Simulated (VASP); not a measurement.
# KTaO3 (Pm-3m) in VASP: further runs

KTaO3 is run at these levels: PBE; tasks: single point.

All numbers are computed with VASP 6.6.1; they aren't measurements. Logs are shortened: lines on timing, memory, paths and dates and some standing lists are left out, and cuts for length are marked.

**1. The cell of the first run**

It takes space group Pm-3m (No. 221, cubic). The conventional cell has a = 3.988 Å, b = 3.988 Å, c = 3.988 Å, α = 90.00°, β = 90.00°, γ = 90.00°. Within 3.7 Å of K (site symmetry m-3m) lie 12 O at 2.82 Å and 8 Ta at 3.45 Å. Within 2.6 Å of Ta (site symmetry m-3m) lie 6 O at 1.99 Å. Within 2.6 Å of O (site symmetry 4/mmm) lie 2 Ta at 1.99 Å.

**2. Single point, PBE**

File INCAR:

```
PREC = Accurate
ENCUT = 520
EDIFF = 1E-6
ISMEAR = 0
SIGMA = 0.1
LREAL = F
LASPH = T
NELM = 60
ALGO = Normal
ISIF = 2
LWAVE = F
LCHARG = T
GGA = PE
LELF = T
LVHAR = T
NBANDS = 27
```

File KPOINTS:

```
Automatic mesh
0
Gamma
  4 4 4
```

File POSCAR:

```
KTaO3
1.0
    3.9883000900      0.0000000000      0.0000000000
    0.0000000000      3.9883000900      0.0000000000
    0.0000000000      0.0000000000      3.9883000900
K Ta O
1 1 3
Direct
    0.5000000000      0.5000000000      0.5000000000
    0.0000000000      0.0000000000      0.0000000000
    0.5000000000      0.0000000000      0.0000000000
    0.0000000000      0.5000000000      0.0000000000
    0.0000000000      0.0000000000      0.5000000000
```

Potentials or basis: VASP PAW PBE potentials, release 64 (K_sv, Ta_pv, O).

Run with:

```sh
$ cat potpaw_PBE.64/K_sv/POTCAR potpaw_PBE.64/Ta_pv/POTCAR potpaw_PBE.64/O/POTCAR > POTCAR
$ mpirun -np 1 vasp_std > vasp.out
```

OUTCAR:

```text
PREC = Accurate
   ENCUT = 520
   EDIFF = 1E-6
   ISMEAR = 0
   LREAL = F
   LASPH = T
   NELM = 60
   ISIF = 2
   GGA = PE

 ion  position               nearest neighbor table
   1  0.500  0.500  0.500-   3 2.82   4 2.82   5 2.82   3 2.82   4 2.82   3 2.82   5 2.82   3 2.82
                             4 2.82   5 2.82   4 2.82   5 2.82   2 3.45   2 3.45   2 3.45   2 3.45
   2  0.000  0.000  0.000-   3 1.99   4 1.99   5 1.99   5 1.99   4 1.99   3 1.99   1 3.45   1 3.45
                             1 3.45   1 3.45   1 3.45   1 3.45   1 3.45   1 3.45
   3  0.500  0.000  0.000-   2 1.99   2 1.99   1 2.82   1 2.82   1 2.82   1 2.82
   4  0.000  0.500  0.000-   2 1.99   2 1.99   1 2.82   1 2.82   1 2.82   1 2.82
   5  0.000  0.000  0.500-   2 1.99   2 1.99   1 2.82   1 2.82   1 2.82   1 2.82

  LATTYP: Found a simple cubic cell.
 ALAT       =     3.9883000900

  Lattice vectors:

 A1 = (   3.9883000900,   0.0000000000,   0.0000000000)
 A2 = (   0.0000000000,   3.9883000900,   0.0000000000)
 A3 = (   0.0000000000,   0.0000000000,   3.9883000900)

Analysis of symmetry for initial positions (statically):
=====================================================================
 Subroutine PRICEL returns:
 Original cell was already a primitive cell.

 Routine SETGRP: Setting up the symmetry group for a
 simple cubic supercell.

 Subroutine GETGRP returns: Found 48 space group operations
 (whereof 48 operations were pure point group operations)
 out of a pool of 48 trial point group operations.

The static configuration has the point symmetry O_h .

Analysis of symmetry for dynamics (positions and initial velocities):
=====================================================================
 Subroutine PRICEL returns:
 Original cell was already a primitive cell.

 Routine SETGRP: Setting up the symmetry group for a
 simple cubic supercell.

 Subroutine GETGRP returns: Found 48 space group operations
 (whereof 48 operations were pure point group operations)
 out of a pool of 48 trial point group operations.

The dynamic configuration has the point symmetry O_h .

 Subroutine INISYM returns: Found 48 space group operations
 (whereof 48 operations are pure point group operations),
 and found     1 'primitive' translations

----------------------------------------------------------------------------------------

                                     Primitive cell

  volume of cell :      63.4400
[... 74 lines left out ...]
   ISPIN  =      1    spin polarized calculation?
   LNONCOLLINEAR =      F non collinear calculations
   LSORBIT =      F    spin-orbit coupling
   LASPH  =      T    aspherical Exc in radial PAW
   ENCUT  =  520.0 eV  38.22 Ry    6.18 a.u.   7.42  7.42  7.42*2*pi/ulx,y,z
   NELM   =     60;   NELMIN=  2; NELMDL= -5     # of ELM steps
   EDIFF  = 0.1E-05   stopping-criterion for ELM
   LREAL  =      F    real-space projection
[... 7 lines left out ...]
   TEBEG  =    0.0;   TEEND  =   0.0 temperature during run
   PSTRESS=    0.0 pullay stress
   NELECT =      38.0000    total number of electrons
   NUPDOWN=      -1.0000    fix difference up-down
   EMIN   =  10.00;   EMAX   =-10.00  energy-range for DOS
   EFERMI =   0.00;   METHOD = LEGACY
   ISMEAR =     0;   SIGMA  =   0.10  broadening in eV -4-tet -1-fermi 0-gaus
   EFERMI_NEDOS =   21; number of points for ismear=-14 and -15
   IALGO  =     38    algorithm
   IMIX   =      4    mixing-type and parameters
     AMIX     =   0.40;   BMIX     =  1.00
     AMIX_MAG =   1.60;   BMIX_MAG =  1.00
  volume/ion in A,a.u.               =      12.69        85.62
  Fermi-wavevector in a.u.,A,eV,Ry     =   1.380008  2.607837 25.911227  1.904421
  Thomas-Fermi vector in A             =   2.504925
   LORBIT       =      0    0 simple, 1 ext, 2 COOP (PROOUT), +10 PAW based schemes
   GGA     = PE    functional components
   LHFCALC =     F    Hartree Fock is set to
   AEXX    =    0.0000 exact exchange contribution
   IVDW    =     0    specifies the selected vdW correction
   LEPSILON=     F    determine dielectric tensor
   LRPA    =     F    only Hartree local field effects (RPA)
 non-spin polarized calculation
 Gauss-broadening in eV      SIGMA  =   0.10
  energy-cutoff  :      520.00
  volume of cell :       63.44
 maximum number of plane-waves:      1743
 NGX is ok and might be reduce to    30
   NGX = 15   NGY = 15   NGZ = 15

 number of electron      37.9999976 magnetization

 Free energy of the ion-electron system (eV)
  ---------------------------------------------------
  ext. energy  EPLUGINS =         0.00000000
  ---------------------------------------------------
  free energy    TOTEN  =       -41.00430175 eV

  energy without entropy =      -41.00430175  energy(sigma->0) =      -41.00430175

 E-fermi :   2.3662     XC(G=0): -10.8739

 val. band max:        1.8089801445   @ k =   0.5000   0.5000   0.5000
 cond. band min:       3.9667695463   @ k =   0.0000   0.0000   0.0000
 fundamental gap:      2.1577894018
 Fermi energy:         2.3661713184

 k-point     1 :       0.0000    0.0000    0.0000
  band No.  band energies     occupation
      1     -32.3414      2.00000
      2     -32.3414      2.00000
      3     -32.3414      2.00000
      4     -25.5178      2.00000
      5     -15.7445      2.00000
      6     -15.0378      2.00000
[... 289 lines left out ...]
     26      12.6640      0.00000
     27      13.9926      0.00000

------------------------ aborting loop because EDIFF is reached ----------------------------------------

  FORCE on cell =-STRESS in cart. coord.  units (eV):
  Direction    XX          YY          ZZ          XY          YZ          ZX
  --------------------------------------------------------------------------------------
  -------------------------------------------------------------------------------------
  Total        2.4235882      2.4235882      2.4235882      0.0000000     -0.0000000     -0.0000000
  in kB       61.2076812     61.2076812     61.2076812      0.0000000     -0.0000000     -0.0000000
  external PRESSURE =      61.2076812 kB  Pullay stress =       0.0000000 kB

 VOLUME and BASIS-vectors are now :
 -----------------------------------------------------------------------------
  energy-cutoff  :      520.00
  volume of cell :       63.44
      direct lattice vectors                 reciprocal lattice vectors
     3.988300090  0.000000000  0.000000000     0.250733390  0.000000000  0.000000000
     0.000000000  3.988300090  0.000000000     0.000000000  0.250733390  0.000000000
     0.000000000  0.000000000  3.988300090     0.000000000  0.000000000  0.250733390

 POSITION                                       TOTAL-FORCE (eV/Angst)
 -----------------------------------------------------------------------------------
      1.99415      1.99415      1.99415         0.000000      0.000000      0.000000
      0.00000      0.00000      0.00000         0.000000      0.000000      0.000000
      1.99415      0.00000      0.00000         0.000000      0.000000      0.000000
      0.00000      1.99415      0.00000         0.000000      0.000000      0.000000
      0.00000      0.00000      1.99415         0.000000      0.000000      0.000000
 -----------------------------------------------------------------------------------
    total drift:                                0.000000     -0.000000      0.000000

  FREE ENERGIE OF THE ION-ELECTRON SYSTEM (eV)
  ---------------------------------------------------
  free  energy   TOTEN  =       -41.0043017499 eV

  energy  without entropy=      -41.0043017499  energy(sigma->0) =      -41.00430175
```

It took 32 s on 1 thread of Intel Xeon 8259CL, shared host; peak memory 0.18 GiB.

What came out:

```yaml
Free_energy: -41.0043 eV
Pressure: 6.1 GPa
Band_gap_on_the_k_mesh: 2.16 eV (least direct gap 2.78 eV)
```

Caveat: the cell stands under pressure; spin-orbit coupling is left out, which moves the levels of the heavy elements.

**3. Single point, PBE**

This run uses another cell than the first one, of 13.03 Å³/atom.

File INCAR:

```
PREC = Accurate
ENCUT = 520
EDIFF = 1E-6
ISMEAR = 0
SIGMA = 0.1
LREAL = False
LASPH = True
NELM = 100
ALGO = Normal
ISIF = 2
LWAVE = False
LCHARG = True
GGA = PE
LELF = True
LVHAR = True
NBANDS = 27
```

KPOINTS is that of step 2.

POSCAR, as its differences from that of step 2:

```diff
@@ -2,5 +2,5 @@
 1.0
-    3.9883000900      0.0000000000      0.0000000000
-    0.0000000000      3.9883000900      0.0000000000
-    0.0000000000      0.0000000000      3.9883000900
+    4.0237551787      0.0000000000      0.0000000000
+    0.0000000000      4.0237551787      0.0000000000
+    0.0000000000      0.0000000000      4.0237551787
 K Ta O
```

Potentials or basis: VASP PAW PBE potentials, release 64 (K_sv, Ta_pv, O).

Run with:

```sh
$ cat potpaw_PBE.64/K_sv/POTCAR potpaw_PBE.64/Ta_pv/POTCAR potpaw_PBE.64/O/POTCAR > POTCAR
$ mpirun -np 1 vasp_std > vasp.out
```

Run time: 40 s. Hardware: 1 thread of Intel Xeon 8259CL, shared host; peak memory 0.18 GiB.

The run converged. Its results:

- Free energy: -41.0421 eV
- Pressure: 0.7 GPa
- Band gap on the k mesh: 2.10 eV (least direct gap 2.73 eV)

Levels at points of the mesh, in eV from the valence-band top:
| k point | band 17 | band 18 | band 19 | band 20 | band 21 | band 22 |
| --- | --- | --- | --- | --- | --- | --- |
| (0.00, 0.00, 0.00) | -0.63 | -0.63 | -0.63 | 2.10 | 2.10 | 2.10 |
| (0.50, 0.00, 0.00) | -1.45 | -0.85 | -0.85 | 2.24 | 4.83 | 4.83 |
| (0.50, 0.50, 0.00) | -1.40 | -1.40 | -0.04 | 4.86 | 4.86 | 6.10 |
| (0.50, 0.50, 0.50) | 0.00 | 0.00 | 0.00 | 6.22 | 6.22 | 6.22 |

Caveat: spin-orbit coupling is left out, which moves the levels of the heavy elements. A k mesh can miss the band edges.
